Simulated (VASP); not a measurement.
A run of VASP 6.6.1:

Contents of INCAR:

```
SYSTEM = ScSiS3
PREC = Accurate
ENCUT = 520
EDIFF = 1E-7
ISMEAR = 0
SIGMA = 0.1
LREAL = .FALSE.
LASPH = .TRUE.
NELM = 100
ALGO = Normal
ISIF = 2
LWAVE = .FALSE.
LCHARG = .FALSE.
GGA = PE
NBANDS = 24
```

KPOINTS

```
regular mesh
0
G
  4 4 4
  0 0 0
```

POSCAR

```
ScSiS3
1.0
    4.5175989000      0.0000000000      0.0000000000
    0.0000000000      4.5175989000      0.0000000000
    0.0000000000      0.0000000000      5.1676085500
Sc Si S
1 1 3
Direct
    0.0000000000      0.0000000000      0.5000000000
    0.5000000000      0.5000000000      0.5000000000
    0.5000000000      0.0000000000      0.5000000000
    0.0000000000      0.5000000000      0.5000000000
    0.0000000000      0.0000000000      0.0000000000
```

Potentials or basis: VASP PAW PBE potentials, release 64 (Sc_sv, Si, S).

Command:

```console
$ cat potpaw_PBE.64/Sc_sv/POTCAR potpaw_PBE.64/Si/POTCAR potpaw_PBE.64/S/POTCAR > POTCAR
$ mpirun -np 1 vasp_std > vasp.out
```

Hardware: 1 thread of Intel(R) Xeon(R) 6975P-C (Granite Rapids), on a shared host.

Task: How long does it take, and how much memory?

Result: Run time: 21 s on 1 thread of Intel(R) Xeon(R) 6975P-C (Granite Rapids), with other jobs on the host, peak memory 0.23 GiB. Counts: scf iterations 17, k points 18.
